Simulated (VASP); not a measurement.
The system is Al.

```
Al
1.0
    -0.02046    1.97065    2.04383
     2.00266    0.00997    2.01341
     2.05929    1.99687   -0.04667
Al
1
Direct
  0.00000 0.00000 0.00000
```

```yaml
Program: VASP 6.6.1
Task: relaxation of cell and atoms
Functional: PBE-based screened hybrid
Potentials_or_basis: VASP PAW PBE potentials, release 64 (Al)
Cutoff: 600 eV
k_mesh: 6 × 6 × 6
Occupations: fermi-dirac, width 0.05 eV
Spin: no spin polarisation
```

At the start: pressure -0.6 GPa; volume 16.57 Å³/atom.

Task: How do energy, volume and symmetry change on relaxing?

Result: Over 11 steps the energy falls by 14.5 meV/atom and the volume is 16.45 Å³/atom (-0.7 %); space group I4/mmm (No. 139, to 0.05 Å).

Step by step:
| step | energy change (eV) | largest force (eV/Å) | pressure (GPa) | volume (Å³) |
| --- | --- | --- | --- | --- |
| 1 | 0.0000 | 0.0000 | -0.58 | 16.57 |
| 2 | -0.0122 | 0.0000 | 0.14 | 16.41 |
| 3 | -0.0133 | 0.0000 | -0.09 | 16.45 |
| 4 | -0.0133 | 0.0000 | -0.13 | 16.45 |
| 5 | -0.0133 | 0.0000 | -0.15 | 16.46 |
| 6 | -0.0141 | 0.0000 | 0.11 | 16.42 |
| 7 | -0.0142 | 0.0000 | 0.22 | 16.40 |
| 8 | -0.0144 | 0.0000 | 0.06 | 16.44 |
| 9 | -0.0144 | 0.0000 | 0.09 | 16.43 |
| 10 | -0.0145 | 0.0000 | -0.04 | 16.46 |
| 11 | -0.0145 | 0.0000 | -0.02 | 16.45 |

Final structure:
```
CELL_PARAMETERS angstrom
0.00032 2.00170 2.04711
2.00256 0.00054 2.04657
2.00585 2.00576 -0.00384
ATOMIC_POSITIONS crystal
Al 0.00000 0.00000 0.00000
```

Caveat: the k points lie up to 0.45 Å⁻¹ apart in the final cell; the PAW data sets were made with another functional, which shifts forces and pressure a little.
